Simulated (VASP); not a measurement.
Ta: single point with PBEsol

Crystal: Ta.

```
CELL_PARAMETERS angstrom
-1.59696 1.59696 1.59696
1.59696 -1.59696 1.59696
1.59696 1.59696 -1.59696
ATOMIC_POSITIONS crystal
Ta 0.00000 0.00000 0.00000
```

```yaml
Program: VASP 6.6.1
Task: single point
Functional: PBEsol
Potentials_or_basis: VASP PAW PBE potentials, release 64 (Ta_pv)
Cutoff: 520 eV
k_mesh: 11 × 11 × 11
Occupations: fermi-dirac, width 0.05 eV
Spin: no spin polarisation
```

The pressure is 20.4 GPa.

Levels at points of the mesh, in eV from the Fermi level:
```
           k point  band 3  band 4  band 5  band 6  band 7  band 8
(0.00, 0.00, 0.00)  -32.61   -8.29    0.72    0.72    0.72    4.36
```

Wall time 25 s on 1 thread of AMD EPYC 7R13, on a shared host, peak memory 0.11 GiB.

Caveat: the PAW data sets were made with another functional, which shifts forces and pressure a little; spin-orbit coupling is left out, which moves the levels of the heavy elements.
